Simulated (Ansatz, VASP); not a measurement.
# Two plane-wave programs on SnO

File INCAR:

```
ALGO = Normal
EDIFF = 1E-6
ENCUT = 520
GGA = PE
ISIF = 2
ISMEAR = 0
IVDW = 12
LASPH = True
LCHARG = True
LELF = True
LREAL = False
LVHAR = True
LWAVE = False
NBANDS = 28
NELM = 100
PREC = Accurate
SIGMA = 0.15
```

File KPOINTS:

```
k-points
0
Gamma
  12 12 10
```

POSCAR

```
SnO
1.0
    3.8020000000      0.0000000000      0.0000000000
    0.0000000000      3.8020000000      0.0000000000
    0.0000000000      0.0000000000      4.8360000000
Sn O
2 2
Direct
    0.0000000000      0.5000000000      0.2385000000
    0.5000000000      0.0000000000      0.7615000000
    0.0000000000      0.0000000000      0.0000000000
    0.5000000000      0.5000000000      0.0000000000
```

Input for Ansatz:

```yaml
crystal:
  lattice:
    - [3.802, 0.0, 0.0]
    - [0.0, 3.802, 0.0]
    - [0.0, 0.0, 4.836]
  atoms:
    - { symbol: Sn, position: [0.0, 0.5, 0.2385] }
    - { symbol: Sn, position: [0.5, 0.0, 0.7615] }
    - { symbol: O, position: [0.0, 0.0, 0.0] }
    - { symbol: O, position: [0.5, 0.5, 0.0] }
basis:
  ecutwfc: 650.0
kpoints:
  mp_grid: { grid: [12, 12, 10] }
hamiltonian:
  xc: pbe
  dispersion: d3bj
scf:
  occupations: { method: gaussian, width: 0.15 }
output:
  forces: true
  stress: true
  eigenvalues: true
```

Alike in both runs: task single point; functional PBE; dispersion D3(BJ); k mesh 12 × 12 × 10; occupations gaussian, width 0.15 eV; no spin polarisation.

|  | VASP | Ansatz |
| --- | --- | --- |
| version | VASP 6.6.1 | Ansatz 0.2.0 |
| potentials or method | VASP PAW PBE potentials, release 64 (Sn_d, O), cutoff 520 eV | scalar-relativistic, plane waves, PAW |
| valence electrons in the cell | 40 | 40 |

```tsv
	VASP	Ansatz	Ansatz less VASP
pressure (GPa)	2.3	2.0	-0.29
traceless stress, the component that is largest in VASP (GPa)	-0.79	-0.80	-0.005
rms of the force components (eV/Å)	0.185	0.147	-0.0378
```

Atom by atom the forces differ by 0.038 eV/Å (rms over components).
